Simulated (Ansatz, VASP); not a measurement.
# One calculation of In, two programs

File POSCAR:

```
In
1.0
   -1.8825252400      1.8825252400      1.8825252400
    1.8825252400     -1.8825252400      1.8825252400
    1.8825252400      1.8825252400     -1.8825252400
In
1
Direct
    0.0000000000      0.0000000000      0.0000000000
```

INCAR.step1

```
SYSTEM = In
PREC     = Accurate       ! precision mode
ENCUT    = 520            ! plane-wave cutoff, eV
EDIFF    = 1E-5           ! SCF threshold, eV
ISMEAR   = -1             ! smearing method
SIGMA    = 0.05           ! smearing width, eV
LREAL    = .False.        ! projectors in reciprocal space
LASPH    = .True.         ! aspherical terms in the spheres
NELM     = 100            ! most SCF steps
ALGO     = Normal         ! electronic algorithm
ISIF     = 2              ! what is computed and relaxed
LWAVE    = .True.         ! write WAVECAR
LCHARG   = .False.        ! write CHGCAR
GGA      = PE             ! functional
NBANDS   = 12             ! bands
```

Contents of INCAR.step2:

```
SYSTEM = In
PREC     = Accurate       ! precision mode
ENCUT    = 520            ! plane-wave cutoff, eV
EDIFF    = 1E-7           ! SCF threshold, eV
ISMEAR   = -1             ! smearing method
SIGMA    = 0.05           ! smearing width, eV
LREAL    = .False.        ! projectors in reciprocal space
LASPH    = .True.         ! aspherical terms in the spheres
NELM     = 100            ! most SCF steps
ALGO     = Normal         ! electronic algorithm
ISIF     = 2              ! what is computed and relaxed
LWAVE    = .False.        ! write WAVECAR
LCHARG   = .False.        ! write CHGCAR
METAGGA  = R2SCAN         ! meta-GGA
LHFCALC  = .True.         ! exact exchange
AEXX     = 0.25           ! exact-exchange fraction
LMIXTAU  = .True.       
PRECFOCK = Normal       
ISTART   = 1            
NBANDS   = 12             ! bands
```

The input KPOINTS:

```
regular mesh
0
Gamma
  6 6 6
  0 0 0
```

The input input.yaml:

```yaml
crystal:
  lattice:
    - [-1.88252524, 1.88252524, 1.88252524]
    - [1.88252524, -1.88252524, 1.88252524]
    - [1.88252524, 1.88252524, -1.88252524]
  atoms:
    - { symbol: In, position: [0.0, 0.0, 0.0] }
hamiltonian:
  xc: r2scan0
  pseudopotentials: { kind: paw }
kpoints:
  mp_grid: { grid: [6, 6, 6] }
scf:
  occupations: { method: fermi_dirac, width: 0.05 }
  n_extra_bands: 6
output:
  forces: true
  stress: true
  eigenvalues: true
  dos: { projected: true, de: 0.05 }
```

Alike in both runs: functional r2SCAN0; k mesh 6 × 6 × 6; occupations fermi-dirac, width 0.05 eV; no spin polarisation.

|  | VASP | Ansatz |
| --- | --- | --- |
| version | VASP 6.6.1 | Ansatz 0.2.0 |
| potentials or method | VASP PAW PBE potentials, release 64 (In_d) | Ansatz PAW |
| plane-wave cutoff (eV) | 520 | 500 |
| valence electrons in the cell | 13 | 13 |
| task | single point | projected density of states |

Ansatz gave:

```
gap on the k mesh at the Fermi level (eV) : none
pressure (GPa)                            : -1.5
```

Q: What did VASP give for the same quantities?

A: gap on the k mesh at the Fermi level (eV): none; pressure (GPa): -1.6.

VASP's potentials were made for PBE, not for r2SCAN0. A gap of «none» marks a metal or a gap that the smearing closes. The functional is the same, so the differences come from potentials, cutoffs and numerics.

The k mesh is coarse, so the values compare programs but aren't converged.
